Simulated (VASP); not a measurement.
# KMgF3 (R-3m) in VASP: a series of runs, part 3 of 3

VASP 6.6.1. Earlier steps stand in the parts before.

## Step 4: Single point, PBE

This run uses another cell than the first one, of the same volume but with other edges.

Contents of INCAR:

```
SYSTEM = KMgF3
PREC     = Accurate       ! precision mode
ENCUT    = 520            ! plane-wave cutoff, eV
EDIFF    = 1E-7           ! SCF threshold, eV
ISMEAR   = 0              ! smearing method
SIGMA    = 0.05           ! smearing width, eV
LREAL    = .FALSE.        ! projectors in reciprocal space
LASPH    = .TRUE.         ! aspherical terms in the spheres
NELM     = 100            ! most SCF steps
ALGO     = Normal         ! electronic algorithm
ISIF     = 2              ! what is computed and relaxed
LWAVE    = .FALSE.        ! write WAVECAR
LCHARG   = .FALSE.        ! write CHGCAR
GGA      = PE             ! functional
NBANDS   = 24             ! bands
```

Contents of KPOINTS:

```
Automatic mesh
0
G
  6 6 6
  0 0 0
```

Contents of POSCAR:

```
KMgF3
1.0
    4.0956994065     -0.6301076010     -0.6301076010
   -0.6301076010      4.0956994065     -0.6301076010
   -0.6301076010     -0.6301076010      4.0956994065
K Mg F
1 1 3
Direct
    0.5000000000      0.5000000000      0.5000000000
    0.0000000000      0.0000000000      0.0000000000
    0.5000000000      0.0000000000      0.0000000000
    0.0000000000      0.5000000000      0.0000000000
    0.0000000000      0.0000000000      0.5000000000
```

Potentials or basis: VASP PAW PBE potentials, release 64 (K_sv, Mg, F).

On the command line:

```console
cat potpaw_PBE.64/K_sv/POTCAR potpaw_PBE.64/Mg/POTCAR potpaw_PBE.64/F/POTCAR > POTCAR
mpirun -np 1 vasp_std > vasp.out
```

OUTCAR:

```text
SYSTEM = KMgF3
   PREC = Accurate
   ENCUT = 520
   EDIFF = 1E-7
   ISMEAR = 0
   LREAL = .FALSE.
   LASPH = .TRUE.
   NELM = 100
   ISIF = 2
   GGA = PE

 ion  position               nearest neighbor table
   1  0.500  0.500  0.500-   2 2.46   2 2.46   4 2.53   5 2.53   3 2.53   4 2.53   5 2.53   3 2.53

   2  0.000  0.000  0.000-   5 2.10   5 2.10   3 2.10   4 2.10   4 2.10   3 2.10   1 2.46   1 2.46

   3  0.500  0.000  0.000-   2 2.10   2 2.10   1 2.53   1 2.53
   4  0.000  0.500  0.000-   2 2.10   2 2.10   1 2.53   1 2.53
   5  0.000  0.000  0.500-   2 2.10   2 2.10   1 2.53   1 2.53

  LATTYP: Found a trigonal (rhomboedric) cell.
 ALAT       =     4.1915181982
 COS(alpha) =    -0.2711864407

  Lattice vectors:

 A1 = (   4.0956994065,  -0.6301076010,  -0.6301076010)
 A2 = (  -0.6301076010,   4.0956994065,  -0.6301076010)
 A3 = (  -0.6301076010,  -0.6301076010,   4.0956994065)

Analysis of symmetry for initial positions (statically):
=====================================================================
 Subroutine PRICEL returns:
 Original cell was already a primitive cell.

 Routine SETGRP: Setting up the symmetry group for a
 trigonal (rhombohedral) supercell.

 Subroutine GETGRP returns: Found 12 space group operations
 (whereof 12 operations were pure point group operations)
 out of a pool of 12 trial point group operations.

The static configuration has the point symmetry D_3d.

Analysis of symmetry for dynamics (positions and initial velocities):
=====================================================================
 Subroutine PRICEL returns:
 Original cell was already a primitive cell.

 Routine SETGRP: Setting up the symmetry group for a
 trigonal (rhombohedral) supercell.

 Subroutine GETGRP returns: Found 12 space group operations
 (whereof 12 operations were pure point group operations)
 out of a pool of 12 trial point group operations.

[... 119 lines left out ...]
   EMIN   =  10.00;   EMAX   =-10.00  energy-range for DOS
   EFERMI =   0.00;   METHOD = LEGACY
   ISMEAR =     0;   SIGMA  =   0.05  broadening in eV -4-tet -1-fermi 0-gaus
   EFERMI_NEDOS =   21; number of points for ismear=-14 and -15
   IALGO  =     38    algorithm
   IMIX   =      4    mixing-type and parameters
     AMIX     =   0.40;   BMIX     =  1.00
     AMIX_MAG =   1.60;   BMIX_MAG =  1.00
  volume/ion in A,a.u.               =      12.67        85.47
  Fermi-wavevector in a.u.,A,eV,Ry     =   1.303962  2.464132 23.134232  1.700318
  Thomas-Fermi vector in A             =   2.434930
   LORBIT       =      0    0 simple, 1 ext, 2 COOP (PROOUT), +10 PAW based schemes
   GGA     = PE    functional components
   LHFCALC =     F    Hartree Fock is set to
   AEXX    =    0.0000 exact exchange contribution
   IVDW    =     0    specifies the selected vdW correction
   LEPSILON=     F    determine dielectric tensor
   LRPA    =     F    only Hartree local field effects (RPA)
 non-spin polarized calculation
 Gauss-broadening in eV      SIGMA  =   0.05
  energy-cutoff  :      520.00
  volume of cell :       63.33
 maximum number of plane-waves:      1720
   NGX = 15   NGY = 15   NGZ = 15

 number of electron      32.0000021 magnetization

 Free energy of the ion-electron system (eV)
  ---------------------------------------------------
  ext. energy  EPLUGINS =         0.00000000
  ---------------------------------------------------
  free energy    TOTEN  =       -21.25889873 eV

  energy without entropy =      -21.25889873  energy(sigma->0) =      -21.25889873

 E-fermi :  -0.2748     XC(G=0):  -9.6315

 val. band max:       -0.4991773056   @ k =   0.5000   0.5000   0.5000
 cond. band min:       4.8855341194   @ k =   0.0000   0.0000   0.0000
 fundamental gap:      5.3847114250
 Fermi energy:        -0.2747780616

 k-point     1 :       0.0000    0.0000    0.0000
  band No.  band energies     occupation
      1     -28.0762      2.00000
      2     -21.2250      2.00000
      3     -20.4352      2.00000
      4     -20.4352      2.00000
      5     -12.2799      2.00000
      6     -11.3848      2.00000
[... 637 lines left out ...]
     23      11.6933      0.00000
     24      12.2099      0.00000

 [... further k-points ...]
[... 5 lines left out ...]
  --------------------------------------------------------------------------------------
  -------------------------------------------------------------------------------------
  Total        2.8235390      2.8235390      2.8235390      6.0053850      6.0053850      6.0053850
  in kB       71.4373242     71.4373242     71.4373242    151.9400409    151.9400409    151.9400409
  external PRESSURE =      71.4373242 kB  Pullay stress =       0.0000000 kB

 VOLUME and BASIS-vectors are now :
 -----------------------------------------------------------------------------
  energy-cutoff  :      520.00
  volume of cell :       63.33
      direct lattice vectors                 reciprocal lattice vectors
     4.095699406 -0.630107601 -0.630107601     0.258627197  0.047023127  0.047023127
    -0.630107601  4.095699406 -0.630107601     0.047023127  0.258627197  0.047023127
    -0.630107601 -0.630107601  4.095699406     0.047023127  0.047023127  0.258627197

 POSITION                                       TOTAL-FORCE (eV/Angst)
 -----------------------------------------------------------------------------------
      1.41774      1.41774      1.41774        -0.000000     -0.000000     -0.000000
      0.00000      0.00000      0.00000        -0.000000     -0.000000     -0.000000
      2.04785     -0.31505     -0.31505         0.000000     -0.000000     -0.000000
     -0.31505      2.04785     -0.31505         0.000000      0.000000      0.000000
     -0.31505     -0.31505      2.04785        -0.000000      0.000000     -0.000000
 -----------------------------------------------------------------------------------
    total drift:                                0.000000      0.000000     -0.000000

  FREE ENERGIE OF THE ION-ELECTRON SYSTEM (eV)
  ---------------------------------------------------
  free  energy   TOTEN  =       -21.2588987306 eV

  energy  without entropy=      -21.2588987306  energy(sigma->0) =      -21.25889873
```

Run time: 30 s. Hardware: 1 thread of Intel Xeon Platinum 8259CL at 2.50GHz (Skylake/Cascade Lake), shared host; peak memory 0.2 GiB.

Results:

```yaml
Free_energy: -21.2589 eV
Pressure: 7.1 GPa
Band_gap_on_the_k_mesh: 5.38 eV, indirect (least direct gap 5.39 eV)
```

Stress tensor (GPa, compression positive):
```
 7.14 15.19 15.19
15.19  7.14 15.19
15.19 15.19  7.14
```

## Step 5: Single point, PBE

Contents of INCAR:

```
  PREC = Accurate
  ENCUT = 520
  EDIFF = 1E-6
  ISMEAR = 0
  SIGMA = 0.05
  LREAL = F
  LASPH = T
  NELM = 80
  ALGO = Normal
  ISIF = 2
  LWAVE = F
  LCHARG = F
  GGA = PE
  NBANDS = 24
```

Contents of KPOINTS:

```
Automatic mesh
0
Gamma
  6 6 6
```

POSCAR, as its differences from that of step 4:

```diff
@@ -2,5 +2,5 @@
 1.0
-    4.0956994065     -0.6301076010     -0.6301076010
-   -0.6301076010      4.0956994065     -0.6301076010
-   -0.6301076010     -0.6301076010      4.0956994065
+    3.9973946675     -0.2103891930     -0.2103891930
+   -0.2103891930      3.9973946675     -0.2103891930
+   -0.2103891930     -0.2103891930      3.9973946675
 K Mg F
```

On the command line:

```console
cat potpaw_PBE.64/K_sv/POTCAR potpaw_PBE.64/Mg/POTCAR potpaw_PBE.64/F/POTCAR > POTCAR
mpirun -np 1 vasp_std > vasp.out
```

It took 33 s on 1 thread of Intel Xeon Platinum 8259CL at 2.50GHz (Skylake/Cascade Lake), shared host; peak memory 0.19 GiB.

It converged, with:

```yaml
Free_energy: -24.0813 eV
Pressure: 3.9 GPa
Band_gap_on_the_k_mesh: 7.02 eV, indirect (least direct gap 7.13 eV)
```

Stress tensor (GPa, compression positive):
```
3.94 5.15 5.15
5.15 3.94 5.15
5.15 5.15 3.94
```

Levels at points of the mesh, in eV from the valence-band top:
| k point | band 13 | band 14 | band 15 | band 16 | band 17 | band 18 | band 19 | band 20 |
| --- | --- | --- | --- | --- | --- | --- | --- | --- |
| (0.00, 0.00, 0.00) | -0.86 | -0.28 | -0.28 | -0.11 | 7.02 | 9.78 | 9.78 | 11.15 |
| (0.50, 0.00, 0.00) | -0.98 | -0.93 | -0.88 | -0.29 | 9.86 | 10.14 | 10.77 | 11.98 |
| (0.50, 0.50, 0.00) | -1.03 | -1.02 | -0.95 | -0.04 | 10.48 | 11.28 | 12.20 | 12.40 |
| (0.50, 0.50, 0.50) | -1.29 | -0.03 | -0.03 | 0.00 | 9.62 | 10.62 | 10.62 | 13.72 |

## Step 6: Single point, PBE

Contents of INCAR:

```
ALGO = Normal
EDIFF = 1E-7
ENCUT = 520
GGA = PE
ISIF = 2
ISMEAR = 0
LASPH = True
LCHARG = False
LREAL = False
LWAVE = False
NBANDS = 24
NELM = 100
PREC = Accurate
SIGMA = 0.05
```

Contents of KPOINTS:

```
k-points
0
Gamma
  6 6 6
```

POSCAR, as its differences from that of step 5:

```diff
@@ -2,5 +2,5 @@
 1.0
-    3.9973946675     -0.2103891930     -0.2103891930
-   -0.2103891930      3.9973946675     -0.2103891930
-   -0.2103891930     -0.2103891930      3.9973946675
+    4.0009338747      0.2500583672      0.2500583672
+    0.2500583672      4.0009338747      0.2500583672
+    0.2500583672      0.2500583672      4.0009338747
 K Mg F
```

Potentials or basis: VASP PAW PBE potentials, release 64 (K_sv, Mg, F).

On the command line:

```console
cat potpaw_PBE.64/K_sv/POTCAR potpaw_PBE.64/Mg/POTCAR potpaw_PBE.64/F/POTCAR > POTCAR
mpirun -np 1 vasp_std > vasp.out
```

Wall time 35 s (1 thread of Intel Xeon Platinum 8259CL at 2.50GHz (Skylake/Cascade Lake), shared host); peak memory 0.19 GiB.

The run converged. Its results:

- Free energy: -23.9827 eV
- Pressure: 4.3 GPa
- Band gap on the k mesh: 6.80 eV, indirect (least direct gap 6.92 eV)

Stress tensor (GPa, compression positive):
```
 4.33 -6.07 -6.07
-6.07  4.33 -6.07
-6.07 -6.07  4.33
```

Levels at points of the mesh, in eV from the valence-band top:
| k point | band 13 | band 14 | band 15 | band 16 | band 17 | band 18 | band 19 | band 20 |
| --- | --- | --- | --- | --- | --- | --- | --- | --- |
| (0.00, 0.00, 0.00) | -1.03 | -0.51 | -0.12 | -0.12 | 6.80 | 9.65 | 9.65 | 11.92 |
| (0.50, 0.00, 0.00) | -1.09 | -1.05 | -1.00 | -0.27 | 9.61 | 9.87 | 10.50 | 12.54 |
| (0.50, 0.50, 0.00) | -1.16 | -1.10 | -1.02 | -0.08 | 10.25 | 11.29 | 11.83 | 12.23 |
| (0.50, 0.50, 0.50) | -1.39 | -0.21 | 0.00 | 0.00 | 9.84 | 9.84 | 10.87 | 12.89 |

 A k mesh can miss the band edges.

## Step 7: Summary

```tsv
cell	gap on the mesh (eV)	pressure (GPa)
a = 4.082 Å, angles 101.4°, 5 atoms	6.32	5.4
a = 4.098 Å, angles 75.7°, 5 atoms	5.50	7.3
a = 4.192 Å, angles 105.7°, 5 atoms	5.38	7.1
a = 4.008 Å, angles 95.9°, 5 atoms	7.02	3.9
a = 4.017 Å, angles 82.7°, 5 atoms	6.80	4.3
```

Alike in all rows: task single point; level PBE; potentials or basis VASP PAW PBE potentials, release 64 (K_sv, Mg, F); no spin polarisation; k mesh 6 × 6 × 6; cutoff (eV) 520; smearing gaussian 0.05 eV.

Absolute energies hang on the potentials; compare differences alone.
